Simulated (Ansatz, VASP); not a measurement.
**One calculation of Se, two programs**

Contents of INCAR:

```
SYSTEM = Se
PREC = Accurate
ENCUT = 520
EDIFF = 1E-8
ISMEAR = -1
SIGMA = 0.03
LREAL = .FALSE.
LASPH = .TRUE.
NELM = 80
ALGO = Normal
ISIF = 2
LWAVE = .FALSE.
LCHARG = .FALSE.
LEFG = .TRUE.
NBANDS = 16
```

File KPOINTS:

```
regular mesh
0
G
  6 6 5
  0 0 0
```

Contents of POSCAR:

```
Se
1.0
    4.4098619484      0.0000000000      0.0000000000
   -2.2049309742      3.8190524745      0.0000000000
    0.0000000000      0.0000000000      4.9536000000
Se
3
Direct
    0.2254000000      0.0000000000      0.3333333333
    0.0000000000      0.2254000000      0.6666666667
    0.7746000000      0.7746000000      0.0000000000
```

Input for Ansatz:

```yaml
crystal:
  lattice:
    - [4.4098619484, 0.0, 0.0]
    - [-2.2049309742, 3.8190524745, 0.0]
    - [0.0, 0.0, 4.9536]
  atoms:
    - { symbol: Se, position: [0.2254, 0.0, 0.3333333333] }
    - { symbol: Se, position: [0.0, 0.2254, 0.6666666667] }
    - { symbol: Se, position: [0.7746, 0.7746, 0.0] }
kpoints:
  mp_grid: { grid: [6, 6, 5] }
scf:
  occupations: { method: fermi_dirac, width: 0.03 }
hamiltonian:
  xc: lda
  pseudopotentials: { kind: paw }
output:
  forces: true
  stress: true
  eigenvalues: true
  efg: { contact_densities: true }
```

Change from the starting cell: equal xx and yy strain of +1 %, PAW files.

Alike in both runs: task electric field gradients; functional LDA; k mesh 6 × 6 × 5; occupations fermi-dirac, width 0.03 eV; no spin polarisation.

|  | VASP | Ansatz |
| --- | --- | --- |
| version | VASP 6.6.1 | Ansatz 0.2.0 |
| potentials or method | VASP PAW LDA potentials, release 64 (Se) | PAW with Ansatz's default frozen-core files, scalar-relativistic |
| plane-wave cutoff (eV) | 520 | 420 |
| valence electrons in the cell | 18 | 48 |

```csv
,VASP,Ansatz,Ansatz less VASP
gap on the k mesh at the Fermi level (eV),1.18,1.18,+0.004
pressure (GPa),-1.9,-2.1,-0.20
"traceless stress, the component that is largest in VASP (GPa)",0.78,0.71,-0.071
rms of the force components (eV/Å),0.040,0.014,-0.0270
size of Vzz on the site where it differs most (V/Å²),500.8,514.8,+14.04
```

LDA's correlation is that of Perdew and Zunger in VASP and of Perdew and Wang (1992) in Ansatz. Atom by atom the forces differ by 0.027 eV/Å (rms over components). VASP's potentials hold 18 valence electrons a cell and Ansatz's 48, so a difference there can come from the potentials and not from the codes.
